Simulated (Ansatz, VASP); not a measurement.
# Two plane-wave programs on Au

```
Au
1.0
     0.00000    2.07491    2.07491
     2.07491    0.00000    2.07491
     2.07491    2.07491    0.00000
Au
1
Direct
  0.00000 0.00000 0.00000
```

Alike in both runs: task single point; functional HF; k mesh 6 × 6 × 6; occupations fermi-dirac, width 0.05 eV; no spin polarisation.

|  | VASP | Ansatz |
| --- | --- | --- |
| version | VASP 6.6.1 | Ansatz 0.2.0 |
| potentials or method | VASP PAW PBE potentials, release 64 (Au) | Ansatz PAW |
| plane-wave cutoff (eV) | 520 | 420 |
| valence electrons in the cell | 11 | 19 |

VASP gave:

```
gap on the k mesh at the Fermi level (eV) : none
pressure (GPa)                            : 14.2
```

Problem. Estimate Ansatz's values.

Solution. gap on the k mesh at the Fermi level (eV): none; pressure (GPa): 15.0.

VASP's potentials were made for PBE, not for HF. A gap of «none» marks a metal or a gap that the smearing closes. The functional is the same, so the differences come from potentials, cutoffs and numerics. VASP's potentials hold 11 valence electrons a cell and Ansatz's 19, so a difference there can come from the potentials and not from the codes.

The k mesh is coarse, so the values compare programs but aren't converged. Neither program's run includes spin-orbit coupling.
